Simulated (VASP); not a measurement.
# AgI (P6_3mc) in VASP: notebook, part 2 of 2

VASP 6.6.1. The steps go on from the part before.

**4. Single point, HSE06 (epitaxial xy strain +0.5%)**

The input, POSCAR:

```
AgI
1.0
    4.6741261156      0.0000000000      0.0000000000
   -2.3370630578      4.0479119566      0.0000000000
    0.0000000000      0.0000000000      7.5520425119
Ag I
2 2
Direct
    0.3333333333      0.6666666667     -0.0015743733
    0.6666666667      0.3333333333      0.4984256267
    0.3333333333      0.6666666667      0.3765743733
    0.6666666667      0.3333333333      0.8765743733
```

The input, INCAR.step1:

```
  PREC = Accurate
  ENCUT = 400
  EDIFF = 1E-5
  ISMEAR = 0
  SIGMA = 0.01
  LREAL = F
  LASPH = T
  NELM = 120
  ALGO = Normal
  ISIF = 2
  LWAVE = T
  LCHARG = F
  GGA = PE
  NBANDS = 26
  GGA_COMPAT = F
  KPAR = 4
```

The input, INCAR.step2:

```
  PREC = Accurate
  ENCUT = 400
  EDIFF = 1E-6
  ISMEAR = 0
  SIGMA = 0.01
  LREAL = F
  LASPH = T
  NELM = 120
  ALGO = Normal
  ISIF = 2
  LWAVE = F
  LCHARG = F
  GGA = PE
  LHFCALC = T
  HFSCREEN = 0.2079
  PRECFOCK = Normal
  ISTART = 1
  NBANDS = 26
  GGA_COMPAT = F
  KPAR = 4
```

The input, KPOINTS:

```
regular mesh
0
Gamma
  6 6 2
```

Potentials or basis: VASP PAW PBE potentials, release 64 (Ag, I).

Run with:

```
cat potpaw_PBE.64/Ag/POTCAR potpaw_PBE.64/I/POTCAR > POTCAR
cp INCAR.step1 INCAR
mpirun -np 4 vasp_std > vasp.out
cp INCAR.step2 INCAR
mpirun -np 4 vasp_std > vasp.out
```

OUTCAR:

```text
PREC = Accurate
   ENCUT = 400
   EDIFF = 1E-6
   ISMEAR = 0
   LREAL = F
   LASPH = T
   NELM = 120
   ISIF = 2
   GGA = PE
   LHFCALC = T
   HFSCREEN = 0.2079
   PRECFOCK = Normal
   ISTART = 1

 ion  position               nearest neighbor table
   1  0.333  0.667  0.998-   4 2.85   4 2.85   4 2.85   3 2.86
   2  0.667  0.333  0.498-   3 2.85   3 2.85   3 2.85   4 2.86
   3  0.333  0.667  0.377-   2 2.85   2 2.85   2 2.85   1 2.86
   4  0.667  0.333  0.877-   1 2.85   1 2.85   1 2.85   2 2.86

  LATTYP: Found a hexagonal cell.
 ALAT       =     4.6741261156
 C/A-ratio  =     1.6157121834

  Lattice vectors:

 A1 = (   4.6741261156,   0.0000000000,   0.0000000000)
 A2 = (  -2.3370630578,   4.0479119566,   0.0000000000)
 A3 = (   0.0000000000,   0.0000000000,   7.5520425119)

Analysis of symmetry for initial positions (statically):
=====================================================================
 Subroutine PRICEL returns:
 Original cell was already a primitive cell.

 Routine SETGRP: Setting up the symmetry group for a
 hexagonal supercell.

 Subroutine GETGRP returns: Found 12 space group operations
 (whereof  6 operations were pure point group operations)
 out of a pool of 24 trial point group operations.

The static configuration has the point symmetry C_3v.
 The point group associated with its full space group is C_6v.

Analysis of symmetry for dynamics (positions and initial velocities):
=====================================================================
 Subroutine PRICEL returns:
 Original cell was already a primitive cell.

 Routine SETGRP: Setting up the symmetry group for a
 hexagonal supercell.

[... 120 lines left out ...]
  Fermi-wavevector in a.u.,A,eV,Ry     =   1.033976  1.953931 14.546069  1.069106
  Thomas-Fermi vector in A             =   2.168249
   LORBIT       =      0    0 simple, 1 ext, 2 COOP (PROOUT), +10 PAW based schemes
   GGA     = PE    functional components
   LHFCALC =     T    Hartree Fock is set to
   PRECFOCK=normal    Normal, Fast or Accurate (Low or Medium for compatibility)
   ENCUT4O =  -1.0   cutoff for four orbital integrals eV
   NKREDX  =     1    reduce k-point grid by
   NKREDY  =     1    reduce k-point grid by
   NKREDZ  =     1    reduce k-point grid by
   AEXX    =    0.2500 exact exchange contribution
   HFSCREEN=    0.2079 screening length (either q_TF or 0.3 A-1)
   HFSCREENC=   0.2079 screening length for correlation (either q_TF or 0.3 A-1)
   ENCUTFOCK=  -1.0 apply spherical cutoff to Coloumb kernel
   IVDW    =     0    specifies the selected vdW correction
   LEPSILON=     F    determine dielectric tensor
   LRPA    =     F    only Hartree local field effects (RPA)
 non-spin polarized calculation
 Gauss-broadening in eV      SIGMA  =   0.01
  energy-cutoff  :      400.00
  volume of cell :      142.89
 maximum number of plane-waves:      2613
  NGX = 24; NGY = 24; NGZ = 40

 number of electron      35.9999983 magnetization

 Free energy of the ion-electron system (eV)
  ---------------------------------------------------
  ext. energy  EPLUGINS =         0.00000000
  ---------------------------------------------------
  free energy    TOTEN  =       -11.46897793 eV

  energy without entropy =      -11.46897793  energy(sigma->0) =      -11.46897793

 E-fermi :   1.9661     XC(G=0):  -6.8624

 val. band max:        1.9152573961   @ k =   0.0000   0.0000   0.0000
 cond. band min:       4.4299335650   @ k =   0.0000   0.0000   0.0000
 fundamental gap:      2.5146761689
 Fermi energy:         1.9661176409

 k-point     1 :       0.0000    0.0000    0.0000
  band No.  band energies     occupation
      1     -11.5396      2.00000
      2     -11.2403      2.00000
      3      -2.6278      2.00000
      4      -2.6278      2.00000
      5      -2.6023      2.00000
      6      -2.4889      2.00000
[... 395 lines left out ...]
     25      11.2516      0.00000
     26      11.2546      0.00000

------------------------ aborting loop because EDIFF is reached ----------------------------------------

  FORCE on cell =-STRESS in cart. coord.  units (eV):
  Direction    XX          YY          ZZ          XY          YZ          ZX
  --------------------------------------------------------------------------------------
  -------------------------------------------------------------------------------------
  Total        0.1110992      0.1110992      0.2744463      0.0000000     -0.0000000      0.0000000
  in kB        1.2457352      1.2457352      3.0773157      0.0000000     -0.0000000      0.0000000
  external PRESSURE =       1.8562620 kB  Pullay stress =       0.0000000 kB

 VOLUME and BASIS-vectors are now :
 -----------------------------------------------------------------------------
  energy-cutoff  :      400.00
  volume of cell :      142.89
      direct lattice vectors                 reciprocal lattice vectors
     4.674126116  0.000000000  0.000000000     0.213943735  0.123520473  0.000000000
    -2.337063058  4.047911957  0.000000000     0.000000000  0.247040946  0.000000000
     0.000000000  0.000000000  7.552042512     0.000000000  0.000000000  0.132414509

 POSITION                                       TOTAL-FORCE (eV/Angst)
 -----------------------------------------------------------------------------------
     -0.00000      2.69861      7.54015         0.000000     -0.000000      0.001190
      2.33706      1.34930      3.76413        -0.000000      0.000000      0.001190
     -0.00000      2.69861      2.84391        -0.000000      0.000000     -0.001190
      2.33706      1.34930      6.61993         0.000000      0.000000     -0.001190
 -----------------------------------------------------------------------------------
    total drift:                               -0.000000     -0.000016      0.000762

  FREE ENERGIE OF THE ION-ELECTRON SYSTEM (eV)
  ---------------------------------------------------
  free  energy   TOTEN  =       -11.4689779293 eV

  energy  without entropy=      -11.4689779293  energy(sigma->0) =      -11.46897793
```

It took 19 min on 4 MPI ranks of Intel Xeon Platinum 8488C (Sapphire Rapids), shared host; peak memory 0.34 GiB.

What came out:

| Property | Result |
| --- | --- |
| Free energy | -11.4690 eV |
| Pressure | 0.2 GPa |
| Band gap on the k mesh | 2.51 eV |

Stress tensor (GPa, compression positive):
```
0.12 0.00 0.00
0.00 0.12 0.00
0.00 0.00 0.31
```

Caveat: the cell differs from its parent crystal (epitaxial xy strain +0.5%); the PAW data sets were made with another functional, which shifts forces and pressure a little; spin-orbit coupling is left out, which moves the levels of the heavy elements.

**5. The runs side by side**

```csv
level,cell,k mesh,cutoff (eV),grid for exact exchange (PRECFOCK),share of exact exchange,screening parameter,gap on the mesh (eV),pressure (GPa)
r2SCAN,"a = 4.790, b = 4.790, c = 7.827 Å, angles 90.0, 90.0, 120.0°, 4 atoms, strain +3.0%",6 × 6 × 4,550,-,-,-,1.83,-2.1
HSE06,"a = 4.790, b = 4.790, c = 7.827 Å, angles 90.0, 90.0, 120.0°, 4 atoms, strain +3.0%",6 × 6 × 2,400,Normal,0.25,0.2079 1/Å,2.52,-1.7
HSE06,"a = 4.674, b = 4.674, c = 7.552 Å, angles 90.0, 90.0, 120.0°, 4 atoms, epitaxial xy strain +0.5%",6 × 6 × 2,400,Normal,0.25,0.2079 1/Å,2.51,0.2
```

Alike in all rows: task single point; potentials or basis VASP PAW PBE potentials, release 64 (Ag, I); no spin polarisation; smearing gaussian 0.01 eV.

Caveats: the PAW data sets were made with another functional, which shifts forces and pressure a little; spin-orbit coupling is left out, which moves the levels of the heavy elements.

Absolute energies hang on the potentials; compare differences alone.
